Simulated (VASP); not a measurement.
The system is Ba3Sr.

```
Ba Sr
1.0
     0.00000    5.01282    5.01282
     5.01282    0.00000    5.01282
     5.01282    5.01282    0.00000
Ba Sr
3 1
Direct
  0.25000 0.25000 0.25000
  0.75000 0.75000 0.75000
  0.50000 0.50000 0.50000
  0.00000 0.00000 0.00000
```

- Program: VASP 6.6.1
- Task: relaxation of cell and atoms
- Functional: LDA
- Potentials or basis: VASP PAW LDA potentials, release 64 (Ba_sv, Sr_sv)
- Cutoff: 600 eV
- k mesh: 5 × 5 × 5
- Occupations: fermi-dirac, width 0.1 eV
- Spin: no spin polarisation

At the start: pressure -1.5 GPa; volume 62.98 Å³/atom.

Where does the relaxation end?

Over 4 steps the energy falls by 52.7 meV/atom and the volume is 52.73 Å³/atom (-16.3 %); space group Fm-3m (No. 225, to 0.1 Å) before and after.

Step by step:
```csv
step,energy change (eV),largest force (eV/Å),pressure (GPa),volume (Å³)
1,0.0000,0.0000,-1.48,251.93
2,-0.1536,0.0000,-0.86,231.27
3,-0.2093,0.0000,-0.16,214.41
4,-0.2109,0.0000,0.01,210.93
```

Final structure:
```
CELL_PARAMETERS angstrom
0.00000 4.72466 4.72466
4.72466 0.00000 4.72466
4.72466 4.72466 0.00000
ATOMIC_POSITIONS crystal
Ba 0.25000 0.25000 0.25000
Ba 0.75000 0.75000 0.75000
Ba 0.50000 0.50000 0.50000
Sr 0.00000 0.00000 0.00000
```

Caveat: the volume moved by over 15 % at a fixed basis, so the end points are rough.
